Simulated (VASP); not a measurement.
# Mg8Se3S5 (P1) in VASP: single point with PBEsol

Aim: the single point of Mg8Se3S5 with PBEsol.

All numbers are computed with VASP 6.6.1; they aren't measurements. Logs are shortened: lines on timing, memory, paths and dates and some standing lists are left out, and cuts for length are marked.

## 1. The cell of the first run

The typed cell holds 64 atoms: a = 10.573 Å, b = 10.573 Å, c = 10.573 Å, α = 90.00°, β = 90.00°, γ = 90.00°.

## 2. Single point, PBEsol

INCAR reads:

```
SYSTEM = Mg8Se3S5
PREC = Accurate
ENCUT = 520
EDIFF = 1E-7
ISMEAR = -1
SIGMA = 0.05
LREAL = Auto
LASPH = .TRUE.
NELM = 100
ALGO = Normal
ISIF = 2
LWAVE = .FALSE.
LCHARG = .TRUE.
GGA = PS
LELF = .TRUE.
LVHAR = .TRUE.
NBANDS = 166
ISYM = 0
```

KPOINTS reads:

```
Automatic mesh
0
Gamma
  1 1 1
  0.25 0.25 0.25
```

POSCAR reads:

```
Mg8Se3S5
1.0
   10.5733668969      0.0000000000      0.0000000000
    0.0000000000     10.5733668969      0.0000000000
    0.0000000000      0.0000000000     10.5733668969
S Se Mg
20 12 32
Direct
    0.2490570000      0.9999810000      0.0026840000
    0.2498060000      0.9994720000      0.4973100000
    0.2489500000      0.5000600000      0.0026930000
    0.2495710000      0.5012810000      0.4971410000
    0.7499460000      0.9984500000      0.4980510000
    0.7500300000      0.5022590000      0.4979390000
    0.0015110000      0.2490970000      0.0028670000
    0.9999430000      0.2493830000      0.4973910000
    0.0007210000      0.7510120000      0.0018740000
    0.9992890000      0.7511790000      0.4981760000
    0.5003930000      0.7510770000      0.4980220000
    0.0003880000      0.9999080000      0.2508340000
    0.4986140000      0.9991910000      0.2517440000
    0.4996410000      0.9981110000      0.7477310000
    0.4989290000      0.5007600000      0.2515270000
    0.2490620000      0.2491970000      0.2503460000
    0.2496650000      0.7509520000      0.2507530000
    0.7506200000      0.2489400000      0.2516780000
    0.7495190000      0.7509570000      0.2522690000
    0.7499170000      0.7511060000      0.7467930000
    0.7499620000      0.9994630000      0.0010550000
    0.7502200000      0.5006630000      0.0005740000
    0.4987930000      0.2494730000      0.0019940000
    0.4998340000      0.2499800000      0.4983570000
    0.4993840000      0.7506190000      0.0010460000
    0.9997510000      0.9994700000      0.7492740000
    0.9998590000      0.5000930000      0.2502560000
    0.9998350000      0.5006430000      0.7492160000
    0.4998700000      0.5011420000      0.7486020000
    0.2494730000      0.2495980000      0.7502860000
    0.2496810000      0.7506940000      0.7494490000
    0.7506100000      0.2497140000      0.7485300000
    0.0061500000      0.9997600000      0.0055700000
    0.0014790000      0.9990300000      0.4946740000
    0.0063820000      0.5002250000      0.0015510000
    0.0013130000      0.5015710000      0.4978600000
    0.4926870000      0.9990750000      0.0028630000
    0.4982260000      0.9952650000      0.4974100000
    0.4925820000      0.5010320000      0.0057380000
    0.4978090000      0.5059270000      0.4948200000
    0.2424710000      0.2499050000      0.0081450000
    0.2430880000      0.2502730000      0.4925700000
    0.2432370000      0.7499220000      0.0068410000
    0.2469330000      0.7503880000      0.4935350000
    0.7585290000      0.2500830000      0.0074080000
    0.7565560000      0.2505530000      0.4936540000
    0.7569890000      0.7500270000      0.0027510000
    0.7525350000      0.7505000000      0.4970180000
    0.2518090000      0.9997980000      0.2514020000
    0.2552190000      0.9992490000      0.7481970000
    0.2548410000      0.5001730000      0.2513700000
    0.2517960000      0.5010470000      0.7479830000
    0.7467280000      0.9988380000      0.2559710000
    0.7440280000      0.9950400000      0.7425410000
    0.7438400000      0.5015960000      0.2558270000
    0.7478860000      0.5058900000      0.7422370000
    0.9996470000      0.2445450000      0.2504020000
    0.9991000000      0.2480870000      0.7500750000
    0.9983620000      0.7554640000      0.2512450000
    0.9942520000      0.7519140000      0.7485530000
    0.5004070000      0.2472510000      0.2509420000
    0.5011590000      0.2435460000      0.7493150000
    0.5010160000      0.7525290000      0.2547530000
    0.5053280000      0.7550910000      0.7440950000
```

Potentials or basis: VASP PAW PBE potentials, release 64 (S, Se, Mg).

On the command line:

```sh
$ cat potpaw_PBE.64/S/POTCAR potpaw_PBE.64/Se/POTCAR potpaw_PBE.64/Mg/POTCAR > POTCAR
$ mpirun -np 1 vasp_std > vasp.out
```

OUTCAR:

```text
SYSTEM = Mg8Se3S5
   PREC = Accurate
   ENCUT = 520
   EDIFF = 1E-7
   ISMEAR = -1
   LREAL = Auto
   LASPH = .TRUE.
   NELM = 100
   ISIF = 2
   GGA = PS
   ISYM = 0

 ion  position               nearest neighbor table
   1  0.249  1.000  0.003-  33 2.57  37 2.58  49 2.63  41 2.64  43 2.65  50 2.69
   2  0.250  0.999  0.497-  49 2.60  34 2.63  38 2.63  44 2.63  42 2.65  50 2.65
   3  0.249  0.500  0.003-  35 2.56  39 2.58  51 2.63  43 2.64  41 2.65  52 2.69
   4  0.250  0.501  0.497-  51 2.60  36 2.62  40 2.63  44 2.63  52 2.65  42 2.66
   5  0.750  0.998  0.498-  53 2.56  54 2.59  48 2.62  34 2.66  38 2.66  46 2.67
   6  0.750  0.502  0.498-  55 2.56  56 2.58  48 2.62  36 2.66  46 2.66  40 2.67
[... 52 lines left out ...]
  52  0.252  0.501  0.748-  29 2.62  31 2.64   4 2.65  30 2.66  28 2.66   3 2.69
  53  0.747  0.999  0.256-   5 2.56  19 2.62  13 2.62  18 2.65  12 2.68  21 2.70
  54  0.744  0.995  0.743-  20 2.58  14 2.58   5 2.59  32 2.69  26 2.71  21 2.73  64 3.58
  55  0.744  0.502  0.256-   6 2.56  15 2.59  19 2.64  18 2.67  22 2.70  27 2.71  40 3.63
  56  0.748  0.506  0.742-   6 2.58  20 2.59  29 2.62  28 2.67  32 2.71  22 2.73
  57  1.000  0.245  0.250-  12 2.59   8 2.61   7 2.62  18 2.63  16 2.64  27 2.70  45 3.62  41 3.63
                            42 3.63  46 3.64
  58  0.999  0.248  0.750-  32 2.63  26 2.63  30 2.65  28 2.67   8 2.67   7 2.67
  59  0.998  0.755  0.251-  12 2.58  10 2.61  19 2.63   9 2.64  17 2.66  27 2.70  34 3.64
  60  0.994  0.752  0.749-  20 2.58  26 2.62  10 2.65  28 2.66   9 2.68  31 2.70
  61  0.500  0.247  0.251-  24 2.62  13 2.62  23 2.63  18 2.65  16 2.66  15 2.68
  62  0.501  0.244  0.749-  14 2.60  32 2.64  24 2.65  30 2.66  23 2.67  29 2.72
  63  0.501  0.753  0.255-  11 2.57  13 2.61  19 2.63  17 2.66  15 2.66  25 2.68  38 3.63  40 3.64

  64  0.505  0.755  0.744-  14 2.57  20 2.59  11 2.60  29 2.69  31 2.70  25 2.72  54 3.58  38 3.64

IMPORTANT INFORMATION: All symmetrisations will be switched off!
NOSYMM: (Re-)initialisation of all symmetry stuff for point group C_1.

----------------------------------------------------------------------------------------

                                     Primitive cell

  volume of cell :    1182.0611

  direct lattice vectors                    reciprocal lattice vectors
    10.573366897  0.000000000  0.000000000     0.094577253  0.000000000  0.000000000
     0.000000000 10.573366897  0.000000000     0.000000000  0.094577253  0.000000000
     0.000000000  0.000000000 10.573366897     0.000000000  0.000000000  0.094577253

  length of vectors
    10.573366897 10.573366897 10.573366897     0.094577253  0.094577253  0.094577253

  position of ions in fractional coordinates (direct lattice)
     0.249057000  0.999981000  0.002684000
     0.249806000  0.999472000  0.497310000
     0.248950000  0.500060000  0.002693000
     0.249571000  0.501281000  0.497141000
     0.749946000  0.998450000  0.498051000
     0.750030000  0.502259000  0.497939000
[... 56 lines left out ...]
     0.501016000  0.752529000  0.254753000
     0.505328000  0.755091000  0.744095000

  ion indices of the primitive-cell ions
   primitive index   ion index
                 1           1
                 2           2
                 3           3
                 4           4
                 5           5
                 6           6
[... 56 lines left out ...]
                63          63
                64          64

----------------------------------------------------------------------------------------

 KPOINTS: Automatic mesh

Automatic generation of k-mesh.
 Grid dimensions read from file:
 generate k-points for:    1    1    1

 Generating k-lattice:

  Cartesian coordinates                     Fractional coordinates (reciprocal lattice)
     0.094577253  0.000000000  0.000000000     1.000000000  0.000000000  0.000000000
     0.000000000  0.094577253  0.000000000     0.000000000  1.000000000  0.000000000
     0.000000000  0.000000000  0.094577253     0.000000000  0.000000000  1.000000000

  Length of vectors
     0.094577253  0.094577253  0.094577253

  Shift w.r.t. Gamma in fractional coordinates (k-lattice)
     0.250000000  0.250000000  0.250000000

 Subroutine IBZKPT returns following result:
 ===========================================

 Found      4 irreducible k-points:

 Following reciprocal coordinates:
            Coordinates               Weight
  0.250000  0.250000  0.250000      2.000000
 -0.250000  0.250000  0.250000      2.000000
 -0.250000 -0.250000  0.250000      2.000000
  0.250000 -0.250000  0.250000      2.000000
   k-points           NKPTS =      4   k-points in BZ     NKDIM =      4   number of bands    NBANDS=    166
   number of dos      NEDOS =    301   number of ions     NIONS =     64
   total plane-waves  NPLWV = 512000
   dimension x,y,z NGX =    80 NGY =   80 NGZ =   80
   dimension x,y,z NGXF=   160 NGYF=  160 NGZF=  160
   ions per type =              20  12  32
   NGX,Y,Z   is equivalent  to a cutoff of  12.58, 12.58, 12.58 a.u.
   NGXF,Y,Z  is equivalent  to a cutoff of  25.16, 25.16, 25.16 a.u.
 SYSTEM =  Mg8Se3S5
   PREC   = accura    normal or accurate (medium, high low for compatibility)
   ISTART =      0    job   : 0-new  1-cont  2-samecut
   ICHARG =      2    charge: 1-file 2-atom 10-const
   ISPIN  =      1    spin polarized calculation?
   LNONCOLLINEAR =      F non collinear calculations
   LSORBIT =      F    spin-orbit coupling
   LASPH  =      T    aspherical Exc in radial PAW
   ENCUT  =  520.0 eV  38.22 Ry    6.18 a.u.  19.66 19.66 19.66*2*pi/ulx,y,z
   NELM   =    100;   NELMIN=  2; NELMDL= -5     # of ELM steps
   EDIFF  = 0.1E-06   stopping-criterion for ELM
   LREAL  =      T    real-space projection
   EDIFFG = 0.1E-05   stopping-criterion for IOM
   NSW    =      0    number of steps for IOM
   IBRION =     -1    ionic relax: 0-MD 1-quasi-New 2-CG
   NFREE  =      0    steps in history (QN), initial steepest desc. (CG)
   ISIF   =      2    stress and relaxation
   ISYM   =      0    0-nonsym 1-usesym 2-fastsym
   POTIM  = 0.5000    time-step for ionic-motion
   TEBEG  =    0.0;   TEEND  =   0.0 temperature during run
   PSTRESS=    0.0 pullay stress
   NELECT =     256.0000    total number of electrons
   NUPDOWN=      -1.0000    fix difference up-down
   EMIN   =  10.00;   EMAX   =-10.00  energy-range for DOS
   EFERMI =   0.00;   METHOD = LEGACY
   ISMEAR =    -1;   SIGMA  =   0.05  broadening in eV -4-tet -1-fermi 0-gaus
   EFERMI_NEDOS =   21; number of points for ismear=-14 and -15
   IALGO  =     38    algorithm
   IMIX   =      4    mixing-type and parameters
     AMIX     =   0.40;   BMIX     =  1.00
     AMIX_MAG =   1.60;   BMIX_MAG =  1.00
  volume/ion in A,a.u.               =      18.47       124.64
  Fermi-wavevector in a.u.,A,eV,Ry     =   0.983124  1.857834 13.150470  0.966532
  Thomas-Fermi vector in A             =   2.114258
   LORBIT       =      0    0 simple, 1 ext, 2 COOP (PROOUT), +10 PAW based schemes
   GGA     = PS    functional components
   LHFCALC =     F    Hartree Fock is set to
   AEXX    =    0.0000 exact exchange contribution
   IVDW    =     0    specifies the selected vdW correction
   LEPSILON=     F    determine dielectric tensor
   LRPA    =     F    only Hartree local field effects (RPA)
 non-spin polarized calculation
  energy-cutoff  :      520.00
  volume of cell :     1182.06
 maximum number of plane-waves:     31877
 NGX is ok and might be reduce to    80
   NGX = 39   NGY = 39   NGZ = 39

 number of electron     255.9999993 magnetization

 Free energy of the ion-electron system (eV)
  ---------------------------------------------------
  ext. energy  EPLUGINS =         0.00000000
  ---------------------------------------------------
  free energy    TOTEN  =      -277.97479377 eV

  energy without entropy =     -277.97479377  energy(sigma->0) =     -277.97479377

 E-fermi :   4.7214     XC(G=0):  -9.7766

 val. band max:        3.5163065240   @ k =  -0.2500  -0.2500   0.2500
 cond. band min:       6.4480504532   @ k =  -0.2500  -0.2500   0.2500
 fundamental gap:      2.9317439292
 Fermi energy:         4.7213701228

 k-point     1 :       0.2500    0.2500    0.2500
  band No.  band energies     occupation
      1      -9.1823      2.00000
      2      -8.8323      2.00000
      3      -8.8235      2.00000
      4      -8.8057      2.00000
      5      -8.5366      2.00000
      6      -8.5262      2.00000
[... 132 lines left out ...]
    139       7.8382      0.00000
    140       7.8539      0.00000

 k-point     2 :      -0.2500    0.2500    0.2500
  band No.  band energies     occupation
      1      -9.1823      2.00000
      2      -8.8362      2.00000
      3      -8.8181      2.00000
      4      -8.8068      2.00000
      5      -8.5420      2.00000
      6      -8.5213      2.00000
[... 132 lines left out ...]
    139       7.8415      0.00000
    140       7.8592      0.00000

 k-point     3 :      -0.2500   -0.2500    0.2500
  band No.  band energies     occupation
      1      -9.1823      2.00000
      2      -8.8349      2.00000
      3      -8.8207      2.00000
      4      -8.8056      2.00000
      5      -8.5402      2.00000
      6      -8.5225      2.00000
[... 132 lines left out ...]
    139       7.8399      0.00000
    140       7.8586      0.00000

 k-point     4 :       0.2500   -0.2500    0.2500
  band No.  band energies     occupation
      1      -9.1823      2.00000
      2      -8.8354      2.00000
      3      -8.8160      2.00000
      4      -8.8101      2.00000
      5      -8.5400      2.00000
      6      -8.5216      2.00000
[... 132 lines left out ...]
    139       7.8444      0.00000
    140       7.8528      0.00000
 [bands above 140 left out]

------------------------ aborting loop because EDIFF is reached ----------------------------------------

  FORCE on cell =-STRESS in cart. coord.  units (eV):
  Direction    XX          YY          ZZ          XY          YZ          ZX
  --------------------------------------------------------------------------------------
  -------------------------------------------------------------------------------------
  Total       -1.1001484     -0.7239637     -1.1850421      0.0097587     -0.0099517     -0.0256242
  in kB       -1.4911522     -0.9812677     -1.6062179      0.0132270     -0.0134886     -0.0347313
  external PRESSURE =      -1.3595459 kB  Pullay stress =       0.0000000 kB

 VOLUME and BASIS-vectors are now :
 -----------------------------------------------------------------------------
  energy-cutoff  :      520.00
  volume of cell :     1182.06
      direct lattice vectors                 reciprocal lattice vectors
    10.573366897  0.000000000  0.000000000     0.094577253  0.000000000  0.000000000
     0.000000000 10.573366897  0.000000000     0.000000000  0.094577253  0.000000000
     0.000000000  0.000000000 10.573366897     0.000000000  0.000000000  0.094577253

 POSITION                                       TOTAL-FORCE (eV/Angst)
 -----------------------------------------------------------------------------------
      2.63337     10.57317      0.02838        -0.011429      0.001128      0.013071
      2.64129     10.56778      5.25824        -0.011781     -0.006823     -0.002646
      2.63224      5.28732      0.02847        -0.006500      0.000699      0.009691
      2.63881      5.30023      5.25645        -0.007690     -0.003301      0.001739
      7.92945     10.55698      5.26608        -0.002654      0.007853     -0.009527
      7.93034      5.31057      5.26489        -0.001190     -0.003806     -0.002628
[... 56 lines left out ...]
      5.29743      7.95677      2.69360        -0.002582     -0.003025      0.005649
      5.34302      7.98385      7.86759         0.010751      0.004945     -0.008446
 -----------------------------------------------------------------------------------
    total drift:                                0.008727     -0.016927      0.006691

  FREE ENERGIE OF THE ION-ELECTRON SYSTEM (eV)
  ---------------------------------------------------
  free  energy   TOTEN  =      -277.9747937706 eV

  energy  without entropy=     -277.9747937705  energy(sigma->0) =     -277.97479377
```

Wall time 17 min (1 thread of Intel Xeon Platinum 8375C at 2.90GHz (Ice Lake), shared host); peak memory 1.2 GiB.

Results:

- Free energy: -277.9748 eV
- Pressure: -0.1 GPa
- Largest force: 0.024 eV/Å
- Band gap on the k mesh: 2.93 eV, direct

Forces in eV/Å, atoms in the order of the input:
```
S   -0.011  0.001  0.013
S   -0.012 -0.007 -0.003
S   -0.006  0.001  0.010
S   -0.008 -0.003  0.002
S   -0.003  0.008 -0.010
S   -0.001 -0.004 -0.003
S    0.004 -0.010  0.002
S    0.005 -0.009 -0.001
S   -0.005  0.006  0.004
S   -0.003  0.000 -0.010
S    0.000  0.001 -0.004
S    0.005 -0.003  0.000
S    0.005 -0.001  0.000
S   -0.006  0.011  0.000
S   -0.003  0.014  0.004
S   -0.001 -0.010  0.005
S    0.002  0.006  0.007
S    0.001  0.000  0.002
S    0.010  0.012 -0.002
S    0.006 -0.003 -0.003
Se   0.008  0.009 -0.014
Se  -0.003 -0.012  0.003
Se  -0.006 -0.009 -0.002
Se  -0.005 -0.010 -0.003
Se   0.003  0.000 -0.001
Se   0.012  0.014  0.016
Se   0.009  0.002  0.000
Se   0.008 -0.011  0.008
Se  -0.009 -0.001  0.003
Se  -0.001  0.009 -0.016
Se  -0.001 -0.015  0.002
Se   0.002 -0.003  0.009
Mg   0.005  0.002  0.002
Mg  -0.004  0.001 -0.002
Mg   0.004  0.003  0.004
Mg   0.001  0.006  0.007
Mg  -0.007  0.004 -0.002
Mg  -0.003 -0.009  0.006
Mg  -0.008 -0.005  0.003
Mg   0.005  0.007 -0.005
Mg   0.008  0.008 -0.003
Mg   0.002  0.005 -0.001
Mg   0.002  0.000  0.005
Mg  -0.003 -0.003 -0.001
Mg   0.002  0.008 -0.002
Mg   0.007 -0.002  0.001
Mg   0.004 -0.003  0.012
Mg   0.000 -0.006  0.007
Mg   0.004  0.001 -0.005
Mg   0.014 -0.002 -0.007
Mg   0.004  0.004 -0.006
Mg   0.008  0.001 -0.003
Mg  -0.001  0.001  0.001
Mg  -0.008 -0.005 -0.006
Mg  -0.009 -0.002 -0.001
Mg  -0.011  0.010 -0.009
Mg  -0.002 -0.004 -0.002
Mg  -0.007  0.000  0.000
Mg  -0.003  0.002 -0.004
Mg  -0.011  0.000 -0.001
Mg  -0.006 -0.001 -0.002
Mg   0.006 -0.003 -0.001
Mg  -0.003 -0.003  0.006
Mg   0.011  0.005 -0.008
```

Levels at points of the mesh, in eV from the valence-band top:
```
           k point  band 124  band 125  band 126  band 127  band 128  band 129  band 130  band 131  band 132  band 133
(0.25, 0.25, 0.25)     -0.33     -0.30     -0.23     -0.07     -0.01      2.93      2.95      2.97      4.00      4.04
```

Caveat: the k points lie up to 0.59 Å⁻¹ apart; the PAW data sets were made with another functional, which shifts forces and pressure a little. PBEsol gaps usually lie below the measured ones, often by a third to a half.
